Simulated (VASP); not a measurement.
# Sb2Pt (P4/nmm) in VASP: notebook

Runs on Sb2Pt. Level: PBE. Tasks: single point, relaxation of cell and atoms.

Program: VASP 6.6.1. These are calculated values, not measurements. Logs are shortened: lines on timing, memory, paths and dates and some standing lists are left out, and cuts for length are marked.

## (1) The cell of the first run

It takes space group P4/nmm (No. 129, tetragonal). The conventional cell has a = 4.503 Å, b = 4.503 Å, c = 7.075 Å, α = 90.00°, β = 90.00°, γ = 90.00°. Sb (site symmetry -4m2) has 4 Pt at 2.79 Å and 8 Sb at 3.18 to 3.60 Å within 3.7 Å. Within 3.6 Å of Sb (site symmetry 4mm) lie 5 Pt at 2.62 to 3.39 Å and 8 Sb at 3.50 to 3.60 Å. Within 3.5 Å of Pt (site symmetry 4mm) lie 9 Sb at 2.62 to 3.39 Å.

## (2) Single point, PBE

Contents of INCAR:

```
SYSTEM = Sb2Pt
ALGO = Fast
EDIFF = 1E-6
ENCUT = 520
GGA = PE
ISIF = 2
ISMEAR = 0
LASPH = .TRUE.
LCHARG = .FALSE.
LREAL = .FALSE.
LWAVE = .FALSE.
NBANDS = 29
NELM = 60
PREC = Accurate
SIGMA = 0.1
```

Contents of KPOINTS:

```
k-points
0
G
  8 8 6
  0 0 0
```

Contents of POSCAR:

```
Sb2Pt
1.0
    4.5032228849      0.0000000000      0.0000000000
    0.0000000000      4.5032228849      0.0000000000
    0.0000000000      0.0000000000      7.0745672204
Sb Pt
4 2
Direct
    0.0000000000      0.0000000000      0.0000000000
    0.5000000000      0.5000000000      0.0000000000
    0.0000000000      0.5000000000      0.3966449227
    0.5000000000      0.0000000000      0.6033550773
    0.0000000000      0.5000000000      0.7670064684
    0.5000000000      0.0000000000      0.2329935316
```

Potentials or basis: VASP PAW PBE potentials, release 64 (Sb, Pt).

Run with:

```bash
$ cat potpaw_PBE.64/Sb/POTCAR potpaw_PBE.64/Pt/POTCAR > POTCAR
$ mpirun -np 1 vasp_std > vasp.out
```

OUTCAR:

```text
SYSTEM = Sb2Pt
   EDIFF = 1E-6
   ENCUT = 520
   GGA = PE
   ISIF = 2
   ISMEAR = 0
   LASPH = .TRUE.
   LREAL = .FALSE.
   NELM = 60
   PREC = Accurate

 ion  position               nearest neighbor table
   1  0.000  0.000  0.000-   5 2.79   6 2.79   5 2.79   6 2.79   2 3.18   2 3.18   2 3.18   2 3.18
                             3 3.60   4 3.60   3 3.60   4 3.60
   2  0.500  0.500  0.000-   5 2.79   6 2.79   6 2.79   5 2.79   1 3.18   1 3.18   1 3.18   1 3.18
                             3 3.60   3 3.60   4 3.60   4 3.60
   3  0.000  0.500  0.397-   5 2.62   6 3.39   6 3.39   6 3.39   6 3.39   4 3.50   4 3.50   4 3.50
                             4 3.50   1 3.60   2 3.60   1 3.60   2 3.60
   4  0.500  0.000  0.603-   6 2.62   5 3.39   5 3.39   5 3.39   5 3.39   3 3.50   3 3.50   3 3.50
                             3 3.50   2 3.60   2 3.60   1 3.60   1 3.60
   5  0.000  0.500  0.767-   3 2.62   2 2.79   1 2.79   1 2.79   2 2.79   4 3.39   4 3.39   4 3.39
                             4 3.39
   6  0.500  0.000  0.233-   4 2.62   2 2.79   1 2.79   2 2.79   1 2.79   3 3.39   3 3.39   3 3.39
                             3 3.39

  LATTYP: Found a simple tetragonal cell.
 ALAT       =     4.5032228849
 C/A-ratio  =     1.5710009034

  Lattice vectors:

 A1 = (   4.5032228849,   0.0000000000,   0.0000000000)
 A2 = (   0.0000000000,   4.5032228849,   0.0000000000)
 A3 = (   0.0000000000,   0.0000000000,   7.0745672204)

Analysis of symmetry for initial positions (statically):
=====================================================================
 Subroutine PRICEL returns:
 Original cell was already a primitive cell.

 Routine SETGRP: Setting up the symmetry group for a
 simple tetragonal supercell.

 Subroutine GETGRP returns: Found 16 space group operations
 (whereof  8 operations were pure point group operations)
 out of a pool of 16 trial point group operations.

The static configuration has the point symmetry D_2d.
 The point group associated with its full space group is D_4h.

Analysis of symmetry for dynamics (positions and initial velocities):
=====================================================================
 Subroutine PRICEL returns:
 Original cell was already a primitive cell.

 Routine SETGRP: Setting up the symmetry group for a
 simple tetragonal supercell.

 Subroutine GETGRP returns: Found 16 space group operations
 (whereof  8 operations were pure point group operations)
 out of a pool of 16 trial point group operations.

The dynamic configuration has the point symmetry D_2d.
 The point group associated with its full space group is D_4h.

 Subroutine INISYM returns: Found 16 space group operations
 (whereof  8 operations are pure point group operations),
 and found     1 'primitive' translations

----------------------------------------------------------------------------------------

                                     Primitive cell

  volume of cell :     143.4653

  direct lattice vectors                    reciprocal lattice vectors
     4.503222885  0.000000000  0.000000000     0.222063181  0.000000000  0.000000000
     0.000000000  4.503222885  0.000000000     0.000000000  0.222063181  0.000000000
     0.000000000  0.000000000  7.074567220     0.000000000  0.000000000  0.141351403

  length of vectors
     4.503222885  4.503222885  7.074567220     0.222063181  0.222063181  0.141351403

  position of ions in fractional coordinates (direct lattice)
     0.000000000  0.000000000  0.000000000
     0.500000000  0.500000000  0.000000000
     0.000000000  0.500000000  0.396644923
     0.500000000  0.000000000  0.603355077
     0.000000000  0.500000000  0.767006468
     0.500000000  0.000000000  0.232993532

  ion indices of the primitive-cell ions
   primitive index   ion index
                 1           1
                 2           2
                 3           3
                 4           4
                 5           5
                 6           6

----------------------------------------------------------------------------------------

 KPOINTS: k-points

Automatic generation of k-mesh.
 Grid dimensions read from file:
 generate k-points for:    8    8    6

 Generating k-lattice:

  Cartesian coordinates                     Fractional coordinates (reciprocal lattice)
     0.027757898  0.000000000  0.000000000     0.125000000  0.000000000  0.000000000
     0.000000000  0.027757898  0.000000000     0.000000000  0.125000000  0.000000000
     0.000000000  0.000000000  0.023558567     0.000000000  0.000000000  0.166666667

  Length of vectors
     0.027757898  0.027757898  0.023558567

  Shift w.r.t. Gamma in fractional coordinates (k-lattice)
     0.000000000  0.000000000  0.000000000

 Subroutine IBZKPT returns following result:
 ===========================================

 Found     60 irreducible k-points:

 Following reciprocal coordinates:
            Coordinates               Weight
  0.000000  0.000000  0.000000      1.000000
  0.125000  0.000000  0.000000      4.000000
  0.250000  0.000000  0.000000      4.000000
  0.375000  0.000000  0.000000      4.000000
  0.500000  0.000000  0.000000      2.000000
  0.125000  0.125000  0.000000      4.000000
[... 16 lines left out ...]
  0.375000  0.125000  0.166667     16.000000
  0.500000  0.125000  0.166667      8.000000
 [... further k-points ...]
   k-points           NKPTS =     60   k-points in BZ     NKDIM =     60   number of bands    NBANDS=     29
   number of dos      NEDOS =    301   number of ions     NIONS =      6
   total plane-waves  NPLWV =  69984
   dimension x,y,z NGX =    36 NGY =   36 NGZ =   54
   dimension x,y,z NGXF=    72 NGYF=   72 NGZF=  108
   ions per type =               4   2
   NGX,Y,Z   is equivalent  to a cutoff of  13.29, 13.29, 12.69 a.u.
   NGXF,Y,Z  is equivalent  to a cutoff of  26.58, 26.58, 25.38 a.u.
 SYSTEM =  Sb2Pt
   PREC   = accura    normal or accurate (medium, high low for compatibility)
   ISTART =      0    job   : 0-new  1-cont  2-samecut
   ICHARG =      2    charge: 1-file 2-atom 10-const
   ISPIN  =      1    spin polarized calculation?
   LNONCOLLINEAR =      F non collinear calculations
   LSORBIT =      F    spin-orbit coupling
   LASPH  =      T    aspherical Exc in radial PAW
   ENCUT  =  520.0 eV  38.22 Ry    6.18 a.u.   8.37  8.37 13.15*2*pi/ulx,y,z
   NELM   =     60;   NELMIN=  2; NELMDL= -5     # of ELM steps
   EDIFF  = 0.1E-05   stopping-criterion for ELM
   LREAL  =      F    real-space projection
   EDIFFG = 0.1E-04   stopping-criterion for IOM
   NSW    =      0    number of steps for IOM
   IBRION =     -1    ionic relax: 0-MD 1-quasi-New 2-CG
   NFREE  =      0    steps in history (QN), initial steepest desc. (CG)
   ISIF   =      2    stress and relaxation
   ISYM   =      2    0-nonsym 1-usesym 2-fastsym
   POTIM  = 0.5000    time-step for ionic-motion
   TEBEG  =    0.0;   TEEND  =   0.0 temperature during run
   PSTRESS=    0.0 pullay stress
   NELECT =      40.0000    total number of electrons
   NUPDOWN=      -1.0000    fix difference up-down
   EMIN   =  10.00;   EMAX   =-10.00  energy-range for DOS
   EFERMI =   0.00;   METHOD = LEGACY
   ISMEAR =     0;   SIGMA  =   0.10  broadening in eV -4-tet -1-fermi 0-gaus
   EFERMI_NEDOS =   21; number of points for ismear=-14 and -15
   IALGO  =     68    algorithm
   IMIX   =      4    mixing-type and parameters
     AMIX     =   0.40;   BMIX     =  1.00
     AMIX_MAG =   1.60;   BMIX_MAG =  1.00
  volume/ion in A,a.u.               =      23.91       161.36
  Fermi-wavevector in a.u.,A,eV,Ry     =   1.069496  2.021055 15.562644  1.143822
  Thomas-Fermi vector in A             =   2.205177
   LORBIT       =      0    0 simple, 1 ext, 2 COOP (PROOUT), +10 PAW based schemes
   GGA     = PE    functional components
   LHFCALC =     F    Hartree Fock is set to
   AEXX    =    0.0000 exact exchange contribution
   IVDW    =     0    specifies the selected vdW correction
   LEPSILON=     F    determine dielectric tensor
   LRPA    =     F    only Hartree local field effects (RPA)
 non-spin polarized calculation
 RMM-DIIS sequential band-by-band and
 Gauss-broadening in eV      SIGMA  =   0.10
  energy-cutoff  :      520.00
  volume of cell :      143.47
 maximum number of plane-waves:      3895
 NGX is ok and might be reduce to    36
   NGX = 17   NGY = 17   NGZ = 27

 number of electron      40.0000008 magnetization

 Free energy of the ion-electron system (eV)
  ---------------------------------------------------
  ext. energy  EPLUGINS =         0.00000000
  ---------------------------------------------------
  free energy    TOTEN  =       -29.40451495 eV

  energy without entropy =      -29.38892404  energy(sigma->0) =      -29.39671950

 E-fermi :   8.5800     XC(G=0): -10.6870

 val. band max:        8.5770325997   @ k =   0.2500   0.1250   0.1667
 cond. band min:       8.5845714799   @ k =   0.3750   0.2500   0.1667
 fundamental gap:      0.0075388802
 Fermi energy:         8.5800348848

 k-point     1 :       0.0000    0.0000    0.0000
  band No.  band energies     occupation
      1      -4.1344      2.00000
      2      -1.6136      2.00000
      3      -0.0906      2.00000
      4       0.7711      2.00000
      5       2.9057      2.00000
      6       3.2291      2.00000
[... 21 lines left out ...]
     28      12.0335      0.00000
     29      12.5853      0.00000

 k-point     2 :       0.1250    0.0000    0.0000
  band No.  band energies     occupation
      1      -4.0203      2.00000
      2      -1.5384      2.00000
      3      -0.1003      2.00000
      4       0.4295      2.00000
      5       2.7171      2.00000
      6       3.3024      2.00000
[... 21 lines left out ...]
     28      12.7228      0.00000
     29      12.9273      0.00000

 k-point     3 :       0.2500    0.0000    0.0000
  band No.  band energies     occupation
      1      -3.6814      2.00000
      2      -1.3197      2.00000
      3      -0.5551      2.00000
      4       0.0207      2.00000
      5       2.5419      2.00000
      6       3.5105      2.00000
[... 21 lines left out ...]
     28      13.0864      0.00000
     29      13.0993      0.00000

 k-point     4 :       0.3750    0.0000    0.0000
  band No.  band energies     occupation
      1      -3.1284      2.00000
      2      -1.4891      2.00000
      3      -0.9814      2.00000
      4      -0.2048      2.00000
      5       2.6862      2.00000
      6       3.8183      2.00000
[... 21 lines left out ...]
     28      13.0346      0.00000
     29      13.2886      0.00000

 k-point     5 :       0.5000    0.0000    0.0000
  band No.  band energies     occupation
      1      -2.3830      2.00000
      2      -2.3830      2.00000
      3      -0.5760      2.00000
      4      -0.5760      2.00000
      5       3.1906      2.00000
      6       3.1906      2.00000
[... 21 lines left out ...]
     28      13.4471      0.00000
     29      13.6976      0.00000
[... 510 lines left out ...]
     28      13.0375      0.00000
     29      13.2456      0.00000

 k-point    22 :       0.2500    0.1250    0.1667
  band No.  band energies     occupation
      1      -3.5193      2.00000
      2      -1.4665      2.00000
      3      -0.4991      2.00000
      4      -0.0046      2.00000
      5       2.7099      2.00000
      6       3.0875      2.00000
[... 21 lines left out ...]
     28      13.0164      0.00000
     29      13.8503      0.00000

 k-point    23 :       0.3750    0.1250    0.1667
  band No.  band energies     occupation
      1      -2.9756      2.00000
      2      -1.3927      2.00000
      3      -1.0930      2.00000
      4      -0.2659      2.00000
      5       2.9719      2.00000
      6       3.2498      2.00000
[... 21 lines left out ...]
     28      13.1336      0.00000
     29      14.1252      0.00000

 k-point    24 :       0.5000    0.1250    0.1667
  band No.  band energies     occupation
      1      -2.2479      2.00000
      2      -2.2479      2.00000
      3      -0.6674      2.00000
      4      -0.6674      2.00000
      5       3.3326      2.00000
      6       3.3326      2.00000
[... 21 lines left out ...]
     28      12.8755      0.00000
     29      14.5874      0.00000

 [... further k-points ...]

------------------------ aborting loop because EDIFF is reached ----------------------------------------

  FORCE on cell =-STRESS in cart. coord.  units (eV):
  Direction    XX          YY          ZZ          XY          YZ          ZX
  --------------------------------------------------------------------------------------
  -------------------------------------------------------------------------------------
  Total       -0.1891614     -0.1891614     -0.2743107      0.0000000      0.0000000      0.0000000
  in kB       -2.1124982     -2.1124982     -3.0634201      0.0000000      0.0000000      0.0000000
  external PRESSURE =      -2.4294722 kB  Pullay stress =       0.0000000 kB

 VOLUME and BASIS-vectors are now :
 -----------------------------------------------------------------------------
  energy-cutoff  :      520.00
  volume of cell :      143.47
      direct lattice vectors                 reciprocal lattice vectors
     4.503222885  0.000000000  0.000000000     0.222063181  0.000000000  0.000000000
     0.000000000  4.503222885  0.000000000     0.000000000  0.222063181  0.000000000
     0.000000000  0.000000000  7.074567220     0.000000000  0.000000000  0.141351403

 POSITION                                       TOTAL-FORCE (eV/Angst)
 -----------------------------------------------------------------------------------
      0.00000      0.00000      0.00000         0.000000     -0.000000      0.000000
      2.25161      2.25161      0.00000         0.000000     -0.000000      0.000000
      0.00000      2.25161      2.80609         0.000000     -0.000000      0.006699
      2.25161      0.00000      4.26848         0.000000      0.000000     -0.006699
      0.00000      2.25161      5.42624         0.000000     -0.000000      0.002741
      2.25161      0.00000      1.64833        -0.000000     -0.000000     -0.002741
 -----------------------------------------------------------------------------------
    total drift:                                0.000000      0.000000     -0.000000

  FREE ENERGIE OF THE ION-ELECTRON SYSTEM (eV)
  ---------------------------------------------------
  free  energy   TOTEN  =       -29.4045149537 eV

  energy  without entropy=      -29.3889240442  energy(sigma->0) =      -29.39671950
```

Run time: 5 min. Hardware: 1 thread of Oxide Virtual Turin-like, shared host; peak memory 0.35 GiB.

Results:

| Item | Value |
| --- | --- |
| Free energy | -29.4045 eV |
| Pressure | -0.2 GPa |
| Largest force | 0.007 eV/Å |
| Band gap on the k mesh | zero (bands 20 and 21 overlap by 1.58 eV) |

Forces on the atoms (eV/Å):
```
Sb   0.000  0.000  0.000
Sb   0.000  0.000  0.000
Sb   0.000  0.000  0.007
Sb   0.000  0.000 -0.007
Pt   0.000  0.000  0.003
Pt   0.000  0.000 -0.003
```

Caveat: spin-orbit coupling is left out, which moves the levels of the heavy elements.

## (3) Relaxation of cell and atoms, PBE

This run uses another cell than the first one, of 21.43 Å³/atom.

Contents of INCAR:

```
SYSTEM = Sb2Pt
PREC = Accurate ; ENCUT = 600
EDIFF = 1E-6 ; ISMEAR = 0
SIGMA = 0.1 ; LREAL = .False.
LASPH = .True. ; NELM = 60
ALGO = Normal ; ISIF = 3
LWAVE = .False. ; LCHARG = .False.
GGA = PE ; IBRION = 2
NSW = 90 ; EDIFFG = -0.04
```

Contents of KPOINTS:

```
Automatic mesh
0
Gamma
  4 4 4
  0 0 0
```

Contents of POSCAR:

```
Sb2Pt
1.0
    4.3841555227      0.0000000000      0.0000000000
    0.0000000000      4.3841555227      0.0000000000
    0.0000000000      0.0000000000      6.6893515252
Sb Pt
4 2
Direct
    0.0000000000      0.0000000000      0.0000000000
    0.5000000000      0.5000000000      0.0000000000
    0.0000000000      0.5000000000      0.2700000000
    0.5000000000      0.0000000000      0.7300000000
    0.0000000000      0.5000000000      0.7000000000
    0.5000000000      0.0000000000      0.3000000000
```

Potentials or basis: VASP PAW PBE potentials, release 64 (Sb, Pt).

Run with:

```bash
$ cat potpaw_PBE.64/Sb/POTCAR potpaw_PBE.64/Pt/POTCAR > POTCAR
$ mpirun -np 1 vasp_std > vasp.out
```

It took 19 min on 1 thread of Oxide Virtual Turin-like, shared host; peak memory 0.27 GiB.

Results (log left out):

```yaml
Free_energy: -29.4047 eV
Relaxed_volume: 23.73 Å³/atom
Relaxed_cell: a = 4.512 Å, b = 4.512 Å, c = 6.995 Å, α = 90.00°, β = 90.00°, γ = 90.00°
Space_group_after_relaxing_to_0.1_Å: P4/nmm (No. 129)
Energy_gained_by_relaxing: 668.1 meV/atom
Ionic_steps: 21
Pressure_after_relaxing: -0.1 GPa
Largest_force_after_relaxing: 0.025 eV/Å
Band_gap_on_the_k_mesh: zero (bands 20 and 21 overlap by 1.18 eV)
```

Forces on the atoms (eV/Å):
```
Sb   0.000  0.000  0.000
Sb   0.000  0.000  0.000
Sb   0.000  0.000  0.025
Sb   0.000  0.000 -0.025
Pt   0.000  0.000  0.016
Pt   0.000  0.000 -0.016
```

Stress tensor (GPa, compression positive):
```
-0.12  0.00  0.00
 0.00 -0.12  0.00
 0.00  0.00 -0.01
```

The path:
```tsv
step	energy change (eV)	largest force (eV/Å)	pressure (GPa)	volume (Å³)
1	0.0000	5.0694	16.01	128.57
2	-1.1008	1.4619	-10.54	172.64
3	-1.6907	2.3418	-4.67	153.03
4	-2.4840	1.5792	-2.40	146.33
5	-2.6772	2.4667	1.94	140.98
6	-2.6894	2.0182	0.67	142.19
7	-3.3433	1.5007	0.44	140.03
8	-3.6730	0.7880	8.28	133.02
9	-3.9014	0.2938	3.27	136.05
10	-3.9070	0.1457	3.87	135.59
11	-3.8336	0.4411	-5.22	150.51
12	-3.9803	0.2637	-0.40	141.48
13	-3.9803	0.2613	-0.32	141.36
14	-3.9967	0.2505	-0.22	141.91
15	-3.9968	0.2691	-0.20	141.95
16	-4.0041	0.1501	0.34	141.39
17	-4.0052	0.0819	0.65	141.08
18	-4.0081	0.0757	-0.02	142.18
19	-4.0082	0.0665	0.04	142.07
20	-4.0085	0.0436	-0.02	142.24
21	-4.0086	0.0246	-0.08	142.38
```

Final structure:
```
CELL_PARAMETERS angstrom
4.51177 0.00000 0.00000
0.00000 4.51177 0.00000
0.00000 0.00000 6.99471
ATOMIC_POSITIONS crystal
Sb 0.00000 0.00000 0.00000
Sb 0.50000 0.50000 0.00000
Sb 0.00000 0.50000 0.39082
Sb 0.50000 0.00000 0.60918
Pt 0.00000 0.50000 0.76490
Pt 0.50000 0.00000 0.23510
```

Levels at points of the mesh, in eV from the Fermi level:
| k point | band 17 | band 18 | band 19 | band 20 | band 21 | band 22 | band 23 | band 24 |
| --- | --- | --- | --- | --- | --- | --- | --- | --- |
| (0.00, 0.00, 0.00) | -1.68 | -0.35 | 0.26 | 0.74 | 0.74 | 1.26 | 1.26 | 2.32 |
| (0.50, 0.00, 0.00) | -1.11 | -1.11 | -0.35 | -0.35 | 0.57 | 0.57 | 1.57 | 1.57 |
| (0.50, 0.50, 0.00) | -2.46 | -2.46 | -1.48 | -1.48 | -0.44 | -0.44 | 3.67 | 3.67 |
| (0.00, 0.00, 0.50) | -1.46 | -1.46 | -1.30 | -1.30 | -0.16 | 2.07 | 2.07 | 2.80 |
| (0.50, 0.00, 0.50) | -1.22 | -1.22 | -0.47 | -0.47 | 0.84 | 0.84 | 1.07 | 1.07 |
| (0.50, 0.50, 0.50) | -2.39 | -2.39 | -0.61 | -0.61 | 1.18 | 1.18 | 2.19 | 2.19 |

Caveat: spin-orbit coupling is left out, which moves the levels of the heavy elements.

The gap in the log of VASP goes by the Fermi energy; the results here count the filled bands.